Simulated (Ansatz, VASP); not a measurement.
# One calculation of S, two programs

INCAR

```
SYSTEM = S
PREC = Accurate
ENCUT = 600
EDIFF = 1E-6
ISMEAR = 0
SIGMA = 0.02
LREAL = .FALSE.
LASPH = .TRUE.
NELM = 100
ALGO = Normal
ISIF = 3
LWAVE = .FALSE.
LCHARG = .FALSE.
GGA = PE
IBRION = 2
NSW = 100
EDIFFG = -0.01
```

KPOINTS

```
regular mesh
0
G
  8 6 4
  0 0 0
```

POSCAR

```
S
1.0
    4.4085619489      0.0000000000      0.0000000000
    2.1999312174      5.2002759320      0.0000000000
    1.7695534921     -0.0134775151      8.5596744237
S
6
Direct
    0.7984653814      0.4170286532      0.6155881886
    0.6842209421      0.6248036049      0.1163568482
    0.0215985959      0.7429095806      0.9612432872
    0.2163927892      0.9058771561      0.1014298455
    0.6131292472      0.1356146126      0.5983746083
    0.2532278534      0.3004753739      0.4597085050
```

Input for Ansatz:

```yaml
crystal:
  lattice:
    - [4.4085619489, 0.0, 0.0]
    - [2.1999312174, 5.200275932, 0.0]
    - [1.7695534921, -0.0134775151, 8.5596744237]
  atoms:
    - { symbol: S, position: [0.7984653814, 0.4170286532, 0.6155881886] }
    - { symbol: S, position: [0.6842209421, 0.6248036049, 0.1163568482] }
    - { symbol: S, position: [0.0215985959, 0.7429095806, 0.9612432872] }
    - { symbol: S, position: [0.2163927892, 0.9058771561, 0.1014298455] }
    - { symbol: S, position: [0.6131292472, 0.1356146126, 0.5983746083] }
    - { symbol: S, position: [0.2532278534, 0.3004753739, 0.459708505] }
basis:
  ecutwfc: 420
kpoints:
  mp_grid: { grid: [8, 6, 4] }
hamiltonian:
  xc: pbe
scf:
  occupations: { method: gaussian, width: 0.02 }
output:
  forces: true
  stress: true
  eigenvalues: true
relax:
  adjacent_minimum: "off"
  f_tol: 0.01
  max_steps: 80
  cell: { stress_tol: 0.05 }
```

Alike in both runs: task relaxation of cell and atoms; functional PBE; k mesh 8 × 6 × 4; occupations gaussian, width 0.02 eV; no spin polarisation.

```csv
,VASP,Ansatz
version,VASP 6.6.1,Ansatz 0.2.0
potentials or method,"VASP PAW PBE potentials, release 64 (S), cutoff 600 eV","scalar-relativistic, plane waves, PAW"
valence electrons in the cell,36,36
```

Ansatz gave:

- gap on the k mesh at the Fermi level, each at its own relaxed structure (eV): 2.37
- relaxed volume (Å³/atom): 33.99
- relaxed cell length with the largest relative difference (Å): 8.973

What did VASP give for the same quantities?

gap on the k mesh at the Fermi level, each at its own relaxed structure (eV): 2.44; relaxed volume (Å³/atom): 33.90; relaxed cell length with the largest relative difference (Å): 8.909.
